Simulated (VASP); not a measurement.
Crystal: NiO.

```
Ni O
1.0
     2.50462    0.00000    0.00000
     0.00000    2.50462    0.00000
     0.00000    0.00000    2.50462
Ni O
1 1
Direct
  0.00000 0.00000 0.00000
  0.50000 0.50000 0.50000
```

```yaml
Program: VASP 6.6.1
Task: relaxation of cell and atoms
Functional: PBE
Dispersion: D3(BJ)
Potentials_or_basis: VASP PAW PBE potentials, release 64 (Ni, O)
Cutoff: 600 eV
k_mesh: 11 × 11 × 11
Occupations: fermi-dirac, width 0.05 eV
Spin: collinear spin, ferromagnetic start
Starting_moments: "[1.0, 0.0] μB"
```

At the start: pressure 19.1 GPa; volume 7.86 Å³/atom.

Problem. How do energy, volume and symmetry change on relaxing?

Solution. Over 3 steps the energy falls by 34.0 meV/atom and the volume is 8.49 Å³/atom (+8.1 %); space group Pm-3m (No. 221, to 0.05 Å); moment 0.00 μB per cell.

Step by step:
| step | energy change (eV) | largest force (eV/Å) | pressure (GPa) | volume (Å³) |
| --- | --- | --- | --- | --- |
| 1 | 0.0000 | 0.0000 | 19.06 | 15.71 |
| 2 | -0.0376 | 0.0000 | -10.39 | 17.93 |
| 3 | -0.0681 | 0.0000 | 0.03 | 16.98 |

Final structure:
```cif
data_structure
_symmetry_space_group_name_H-M 'P 1'
_symmetry_Int_Tables_number 1
_cell_length_a 2.5701
_cell_length_b 2.5701
_cell_length_c 2.5701
_cell_angle_alpha 90.000
_cell_angle_beta 90.000
_cell_angle_gamma 90.000
_cell_volume 16.98
loop_
_atom_site_label
_atom_site_type_symbol
_atom_site_fract_x
_atom_site_fract_y
_atom_site_fract_z
_atom_site_occupancy
Ni1 Ni 0.00000 0.00000 0.00000 1
O1 O 0.50000 0.50000 0.50000 1
```

Caveat: pairwise dispersion overbinds metals, which lowers pressure and volume.
